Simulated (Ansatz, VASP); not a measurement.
## ScAl3N4: VASP beside Ansatz

The input INCAR:

```
SYSTEM = ScAl3N4
PREC = Accurate
ENCUT = 520
EDIFF = 1E-7
ISMEAR = 0
SIGMA = 0.01
LREAL = .FALSE.
LASPH = .TRUE.
NELM = 60
ALGO = Normal
ISIF = 2
LWAVE = .FALSE.
LCHARG = .FALSE.
GGA = PS
NBANDS = 30
```

Contents of KPOINTS:

```
Automatic mesh
0
G
  8 6 8
  0 0 0
```

File POSCAR:

```
ScAl3N4
1.0
   -3.2086112703      0.0000000000      0.0000000000
    0.0000000000      5.6037654075     -0.0022277261
    1.6043056351     -2.7998636570     -5.0387091941
Sc Al N
1 3 4
Direct
    0.0094648113      0.3403056758      0.0189296226
    0.5043906110      0.8403685932      0.0087812220
    0.7576609323      0.4213299044      0.5153218645
    0.2511518487      0.9213994632      0.5023036974
    0.7972953431      0.1282788774      0.5945906862
    0.3016227368      0.6380689969      0.6032454737
    0.5616918400      0.2106436378      0.1233836801
    0.0527218767      0.7356048512      0.1054437535
```

Input for Ansatz:

```yaml
crystal:
  lattice:
    - [-3.2086112703, 0.0, 0.0]
    - [0.0, 5.6037654075, -0.0022277261]
    - [1.6043056351, -2.799863657, -5.0387091941]
  atoms:
    - { symbol: Sc, position: [0.0094648113, 0.3403056758, 0.0189296226] }
    - { symbol: Al, position: [0.504390611, 0.8403685932, 0.008781222] }
    - { symbol: Al, position: [0.7576609323, 0.4213299044, 0.5153218645] }
    - { symbol: Al, position: [0.2511518487, 0.9213994632, 0.5023036974] }
    - { symbol: "N", position: [0.7972953431, 0.1282788774, 0.5945906862] }
    - { symbol: "N", position: [0.3016227368, 0.6380689969, 0.6032454737] }
    - { symbol: "N", position: [0.56169184, 0.2106436378, 0.1233836801] }
    - { symbol: "N", position: [0.0527218767, 0.7356048512, 0.1054437535] }
basis:
  ecutwfc: 420
  xc_grid: 2
kpoints:
  mp_grid: { grid: [8, 6, 8] }
hamiltonian:
  xc: pbesol
  pseudopotentials: { kind: paw, azcp: { folder: soft_1 } }
scf:
  occupations: { method: fixed }
output:
  forces: true
  stress: true
  eigenvalues: true
  polarization: {}
```

Change from the starting cell: polar distortion scaled by 0.85.

Alike in both runs: task single point; functional PBEsol; k mesh 8 × 6 × 8; no spin polarisation.

|  | VASP | Ansatz |
| --- | --- | --- |
| version | VASP 6.6.1 | Ansatz 0.2.0 |
| potentials or method | VASP PAW PBE potentials, release 64 (Sc_sv, Al, N), cutoff 520 eV | scalar-relativistic, plane waves, PAW |
| occupations | gaussian, width 0.01 eV | fixed |
| valence electrons in the cell | 40 | 40 |

|  | VASP | Ansatz | Ansatz less VASP |
| --- | --- | --- | --- |
| gap on the k mesh at the Fermi level (eV) | 3.48 | 3.46 | -0.018 |
| least direct gap on the mesh (eV) | 3.48 | 3.46 | -0.018 |
| pressure (GPa) | 0.5 | 0.2 | -0.26 |
| traceless stress, the component that is largest in VASP (GPa) | -6.52 | -6.41 | +0.107 |
| rms of the force components (eV/Å) | 0.448 | 0.436 | -0.0122 |

VASP's potentials were made for PBE, not for PBEsol, and Ansatz warns of the same on its side. Atom by atom the forces differ by 0.022 eV/Å (rms over components).
